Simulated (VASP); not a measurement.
# CuO (P6_3mc) in VASP: single point with LDA+U

Aim: the single point of CuO with LDA+U.

Program: VASP 6.6.1. These are calculated values, not measurements. Logs are shortened: lines on timing, memory, paths and dates and some standing lists are left out, and cuts for length are marked.

## (1) The cell of the first run

It takes space group P6_3mc (No. 186, hexagonal). The conventional cell has a = 3.288 Å, b = 3.288 Å, c = 5.385 Å, α = 90.00°, β = 90.00°, γ = 120.00°. Cu (site symmetry 3m) has 4 O at 2.01 to 2.02 Å within 2.7 Å. Within 2.7 Å of O (site symmetry 3m) lie 4 Cu at 2.01 to 2.02 Å.

## (2) Single point, LDA+U, non-collinear spin, twin_end start, spin-orbit coupling

Contents of INCAR:

```
PREC = Accurate
ENCUT = 520
EDIFF = 1E-6
ISMEAR = 0
SIGMA = 0.05
LREAL = F
LASPH = T
NELM = 150
ALGO = Normal
ISIF = 2
LWAVE = F
LCHARG = F
LNONCOLLINEAR = T
MAGMOM = 0 0 0 0 0 0.41 0 0 0.45 0 0 -0.03
LORBIT = 11
LSORBIT = T
GGA_COMPAT = F
LORBMOM = T
LMAXMIX = 4
LDAU = T
LDAUTYPE = 1
LDAUL = 2 -1
LDAUU = 7 0
LDAUJ = 0.7 0
LDAUPRINT = 1
NBANDS = 48
```

Contents of KPOINTS:

```
Automatic mesh
0
Gamma
  7 7 4
```

Contents of POSCAR:

```
CuO
1.0
    3.2880244300      0.0000000000      0.0000000000
   -1.6440122100      2.8475126800      0.0000000000
    0.0000000000      0.0000000000      5.3850248600
Cu O
2 2
Direct
    0.6666666667      0.3333333333      0.0000000000
    0.3333333333      0.6666666667      0.5000000000
    0.6666666667      0.3333333333      0.6252000000
    0.3333333333      0.6666666667      0.1252000000
```

Potentials or basis: VASP PAW LDA potentials, release 64 (Cu, O).

On the command line:

```sh
> cat potpaw_LDA.64/Cu/POTCAR potpaw_LDA.64/O/POTCAR > POTCAR
> mpirun -np 1 vasp_ncl > vasp.out
```

OUTCAR:

```text
PREC = Accurate
   ENCUT = 520
   EDIFF = 1E-6
   ISMEAR = 0
   LREAL = F
   LASPH = T
   NELM = 150
   ISIF = 2
   LNONCOLLINEAR = T
   LORBIT = 11
   LSORBIT = T

 ion  position               nearest neighbor table
   1  0.667  0.333  0.000-   4 2.01   4 2.01   4 2.01   3 2.02
   2  0.333  0.667  0.500-   3 2.01   3 2.01   3 2.01   4 2.02
   3  0.667  0.333  0.625-   2 2.01   2 2.01   2 2.01   1 2.02
   4  0.333  0.667  0.125-   1 2.01   1 2.01   1 2.01   2 2.02

  LATTYP: Found a hexagonal cell.
 ALAT       =     3.2880244300
 C/A-ratio  =     1.6377691148

  Lattice vectors:

 A1 = (   3.2880244300,   0.0000000000,   0.0000000000)
 A2 = (  -1.6440122100,   2.8475126800,   0.0000000000)
 A3 = (   0.0000000000,   0.0000000000,   5.3850248600)

Analysis of symmetry for initial positions (statically):
=====================================================================
 Subroutine PRICEL returns:
 Original cell was already a primitive cell.

 Routine SETGRP: Setting up the symmetry group for a
 hexagonal supercell.

 Subroutine GETGRP returns: Found 12 space group operations
 (whereof  6 operations were pure point group operations)
 out of a pool of 24 trial point group operations.

The static configuration has the point symmetry C_3v.
 The point group associated with its full space group is C_6v.

Analysis of symmetry for dynamics (positions and initial velocities):
=====================================================================
 Subroutine PRICEL returns:
 Original cell was already a primitive cell.

 Routine SETGRP: Setting up the symmetry group for a
 hexagonal supercell.

 Subroutine GETGRP returns: Found 12 space group operations
 (whereof  6 operations were pure point group operations)
 out of a pool of 24 trial point group operations.

The dynamic configuration has the point symmetry C_3v.
 The point group associated with its full space group is C_6v.

Analysis of structural, dynamic, and magnetic symmetry:
=====================================================================
 Subroutine PRICEL returns:
 Original cell was already a primitive cell.

 Routine SETGRP: Setting up the symmetry group for a
 hexagonal supercell.

 Subroutine GETGRP returns: Found  3 space group operations
 (whereof  3 operations were pure point group operations)
 out of a pool of 24 trial point group operations.

The overall configuration has the point symmetry C_3 .

 Subroutine INISYM returns: Found  3 space group operations
 (whereof  3 operations are pure point group operations),
 and found     1 'primitive' translations

----------------------------------------------------------------------------------------

                                     Primitive cell

  volume of cell :      50.4183

  direct lattice vectors                    reciprocal lattice vectors
     3.288024430  0.000000000  0.000000000     0.304133993  0.175591843  0.000000000
    -1.644012210  2.847512680  0.000000000     0.000000000  0.351183686  0.000000000
     0.000000000  0.000000000  5.385024860     0.000000000  0.000000000  0.185700164

  length of vectors
     3.288024430  3.288024423  5.385024860     0.351183686  0.351183686  0.185700164

  position of ions in fractional coordinates (direct lattice)
     0.666666667  0.333333333  0.000000000
     0.333333333  0.666666667  0.500000000
     0.666666667  0.333333333  0.625200000
     0.333333333  0.666666667  0.125200000

  ion indices of the primitive-cell ions
   primitive index   ion index
                 1           1
                 2           2
                 3           3
                 4           4

----------------------------------------------------------------------------------------

 KPOINTS: Automatic mesh

Automatic generation of k-mesh.
 Grid dimensions read from file:
 generate k-points for:    7    7    4

[... 208 lines left out ...]
  ext. energy  EPLUGINS =         0.00000000
  ---------------------------------------------------
  free energy    TOTEN  =       -17.77954501 eV

  energy without entropy =      -17.77556962  energy(sigma->0) =      -17.77755732

 E-fermi :   2.0332     XC(G=0): -11.0563

 val. band max:        2.0309677935   @ k =   0.2857   0.4286  -0.2500
 cond. band min:       2.0457751903   @ k =   0.1429   0.1429   0.0000
 fundamental gap:      0.0148073968
 Fermi energy:         2.0332336582

 k-point     1 :       0.0000    0.0000    0.0000
  band No.  band energies     occupation
      1     -15.6807      1.00000
      2     -15.1893      1.00000
      3     -15.0144      1.00000
      4     -14.4595      1.00000
      5      -3.2752      1.00000
      6      -3.2325      1.00000
[... 1165 lines left out ...]
     45      13.7391      0.00000
     46      13.9983      0.00000

 [... further k-points ...]

 [bands above 46 left out]

------------------------ aborting loop because EDIFF is reached ----------------------------------------

  FORCE on cell =-STRESS in cart. coord.  units (eV):
  Direction    XX          YY          ZZ          XY          YZ          ZX
  --------------------------------------------------------------------------------------
  -------------------------------------------------------------------------------------
  Total       -3.7755855     -3.7755855     -3.6489028     -0.0000001      0.0000000      0.0000000
  in kB     -119.9793429   -119.9793425   -115.9536616     -0.0000025      0.0000000      0.0000000
  external PRESSURE =    -118.6374490 kB  Pullay stress =       0.0000000 kB

 VOLUME and BASIS-vectors are now :
 -----------------------------------------------------------------------------
  energy-cutoff  :      520.00
  volume of cell :       50.42
      direct lattice vectors                 reciprocal lattice vectors
     3.288024430  0.000000000  0.000000000     0.304133993  0.175591843  0.000000000
    -1.644012210  2.847512680  0.000000000     0.000000000  0.351183686  0.000000000
     0.000000000  0.000000000  5.385024860     0.000000000  0.000000000  0.185700164

 POSITION                                       TOTAL-FORCE (eV/Angst)
 -----------------------------------------------------------------------------------
      1.64401      0.94917      0.00000        -0.000000     -0.000000     -0.017947
      0.00000      1.89834      2.69251        -0.000000      0.000000     -0.014673
      1.64401      0.94917      3.36672         0.000000     -0.000000      0.152101
      0.00000      1.89834      0.67421         0.000000      0.000000     -0.119480
 -----------------------------------------------------------------------------------
    total drift:                                0.000002     -0.000001     -0.004164

  FREE ENERGIE OF THE ION-ELECTRON SYSTEM (eV)
  ---------------------------------------------------
  free  energy   TOTEN  =       -17.7795450142 eV

  energy  without entropy=      -17.7755696159  energy(sigma->0) =      -17.77755732

 orbital moment (x)

 # of ion     p       d       tot
 ----------------------------------------
  1         0.000  -0.000  -0.000
  2        -0.000   0.000   0.000
  3        -0.000   0.000  -0.000
  4        -0.000   0.000  -0.000
 ----------------------------------------
           -0.000   0.000   0.000

 orbital moment (y)

 # of ion     p       d       tot
 ----------------------------------------
  1        -0.000  -0.000  -0.000
  2         0.000   0.000   0.000
  3         0.000   0.000   0.000
  4        -0.000   0.000  -0.000
 ----------------------------------------
            0.000   0.000   0.000

 orbital moment (z)

 # of ion     p       d       tot
 ----------------------------------------
  1        -0.002   0.192   0.190
  2        -0.003   0.240   0.237
  3        -0.036   0.000  -0.036
  4        -0.037   0.000  -0.037
 ----------------------------------------
           -0.077   0.432   0.355

 Spin-Orbit-Coupling matrix elements

 Ion:    1  E_soc:     -0.0273071
 l=   1
     0.0000000    -0.0001819    -0.0001192
    -0.0001819     0.0000000    -0.0001819
    -0.0001192    -0.0001819     0.0000000
 l=   2
     0.0000000    -0.0003819     0.0000000    -0.0003819    -0.0072111
    -0.0003819     0.0000000    -0.0022893     0.0001468    -0.0003819
     0.0000000    -0.0022893     0.0000000    -0.0022893     0.0000000
    -0.0003819     0.0001468    -0.0022893     0.0000000    -0.0003819
    -0.0072111    -0.0003819     0.0000000    -0.0003819     0.0000000
 l=   3
     0.0000000     0.0000000     0.0000000     0.0000000     0.0000000     0.0000000     0.0000000
     0.0000000     0.0000000     0.0000000     0.0000000     0.0000000     0.0000000     0.0000000
     0.0000000     0.0000000     0.0000000     0.0000000     0.0000000     0.0000000     0.0000000
     0.0000000     0.0000000     0.0000000     0.0000000     0.0000000     0.0000000     0.0000000
[... 49 lines left out ...]
 l=   2
     0.0000000     0.0000000     0.0000000     0.0000000     0.0000000
     0.0000000     0.0000000     0.0000000     0.0000000     0.0000000
     0.0000000     0.0000000     0.0000000     0.0000000     0.0000000
     0.0000000     0.0000000     0.0000000     0.0000000     0.0000000
     0.0000000     0.0000000     0.0000000     0.0000000     0.0000000
 l=   3
     0.0000000     0.0000000     0.0000000     0.0000000     0.0000000     0.0000000     0.0000000
     0.0000000     0.0000000     0.0000000     0.0000000     0.0000000     0.0000000     0.0000000
     0.0000000     0.0000000     0.0000000     0.0000000     0.0000000     0.0000000     0.0000000
     0.0000000     0.0000000     0.0000000     0.0000000     0.0000000     0.0000000     0.0000000
     0.0000000     0.0000000     0.0000000     0.0000000     0.0000000     0.0000000     0.0000000
     0.0000000     0.0000000     0.0000000     0.0000000     0.0000000     0.0000000     0.0000000
     0.0000000     0.0000000     0.0000000     0.0000000     0.0000000     0.0000000     0.0000000

 total charge

# of ion       s       p       d       tot
------------------------------------------
    1        0.320   0.320   9.282   9.923
    2        0.319   0.321   9.294   9.934
    3        1.551   3.292   0.000   4.844
    4        1.551   3.297   0.000   4.848
--------------------------------------------------
tot          3.742   7.230  18.576  29.549

 magnetization (x)

# of ion       s       p       d       tot
------------------------------------------
    1        0.000   0.000  -0.000  -0.000
    2       -0.000  -0.000   0.000   0.000
    3        0.000   0.000   0.000   0.000
    4        0.000  -0.000   0.000  -0.000
--------------------------------------------------
tot         -0.000  -0.000  -0.000  -0.000

 magnetization (y)

# of ion       s       p       d       tot
------------------------------------------
    1        0.000   0.000   0.000   0.000
    2       -0.000   0.000   0.000  -0.000
    3        0.000   0.000   0.000   0.000
    4       -0.000   0.000   0.000  -0.000
--------------------------------------------------
tot         -0.000   0.000   0.000  -0.000

 magnetization (z)

# of ion       s       p       d       tot
------------------------------------------
    1       -0.009   0.017   0.500   0.508
    2       -0.009   0.017   0.488   0.496
    3        0.008   0.428   0.000   0.436
    4        0.007   0.408   0.000   0.415
--------------------------------------------------
tot         -0.003   0.870   0.988   1.856
```

Run time: 50 min. Hardware: 1 thread of Oxide Virtual Turin-like, shared host; peak memory 0.36 GiB.

Results:

- Free energy: -17.7795 eV
- Pressure: -11.9 GPa
- Largest force: 0.152 eV/Å
- Net moment: 1.97 μB per cell
- Valence electrons inside the program's atomic spheres: Cu 9.92, 9.93; O 4.84, 4.85

Forces on the atoms (eV/Å):
```
Cu   0.000  0.000 -0.018
Cu   0.000  0.000 -0.015
O    0.000  0.000  0.152
O    0.000  0.000 -0.119
```

Moments on the atoms (μB; x, y, z):
```
Cu  0.00 0.00 0.51
Cu  0.00 0.00 0.50
O   0.00 0.00 0.44
O   0.00 0.00 0.41
```

Caveat: the cell stands under tension. The state reached can hang on the start; a lower one may exist.
